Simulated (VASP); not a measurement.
Set up this calculation in VASP 6.6.1, as the native input.

```
Task                   : single point
Functional             : LDA
Potentials or basis    : VASP PAW LDA potentials, release 64 (Ti_sv, Al)
Cutoff                 : 520 eV
k mesh                 : 18 × 18 × 6
Occupations            : gaussian, width 0.15 eV
Spin                   : collinear spin
Starting moments       : [0.333, 0.333, 0.333, 0.0] μB
Fixed moment           : 1 μB
Dipole correction      : no
Further INCAR settings : ALGO = Fast; EDIFF = 1e-07; NBANDS = 32
```

The structure of Ti3Al lies in POSCAR:

```
Ti3Al
1.0
    2.6778321574      0.0000000000      0.0000000000
   -1.3389160787      2.3190706754      0.0000000000
    0.0000000000      0.0000000000      8.4720297974
Ti Al
3 1
Direct
    0.6666666667      0.3333333333      0.0000000000
    0.3333333333      0.6666666667      0.7515223655
    0.3333333333      0.6666666667      0.2484776345
    0.6666666667      0.3333333333      0.5000000000
```

One way to write it, as run:

INCAR

```
SYSTEM = Ti3Al
ALGO = Fast
EDIFF = 1E-7
ENCUT = 520
ISIF = 2
ISMEAR = 0
ISPIN = 2
LASPH = .True.
LCHARG = .False.
LMAXMIX = 4
LORBIT = 11
LREAL = .False.
LWAVE = .False.
MAGMOM = 0.333 0.333 0.333 0
NBANDS = 32
NELM = 150
NUPDOWN = 1.0
PREC = Accurate
SIGMA = 0.15
```

KPOINTS

```
k-points
0
Gamma
  18 18 6
  0 0 0
```

Potentials or basis: VASP PAW LDA potentials, release 64 (Ti_sv, Al).

Run with:

```bash
$ cat potpaw_LDA.64/Ti_sv/POTCAR potpaw_LDA.64/Al/POTCAR > POTCAR
$ mpirun -np 1 vasp_std > vasp.out
```

It gave:

```json
{
  "Pressure": "33.5 GPa",
  "Largest force": "0.187 eV/Å",
  "Net moment": "1.00 μB per cell",
  "Site moments": "Ti +0.24, +0.21 (each value once); Al +0.03 μB",
  "Valence electrons inside the program's atomic spheres": "Ti 10.71, 10.65 (each value once); Al 0.93"
}
```

Caveat: the stress differs along the axes, from 32 to 37 GPa; the total moment is fixed, so each spin has its own Fermi level and the state may be an excited one.

Run time: 24 min on 1 thread of Intel Xeon 8259CL, on a shared host, peak memory 0.43 GiB.
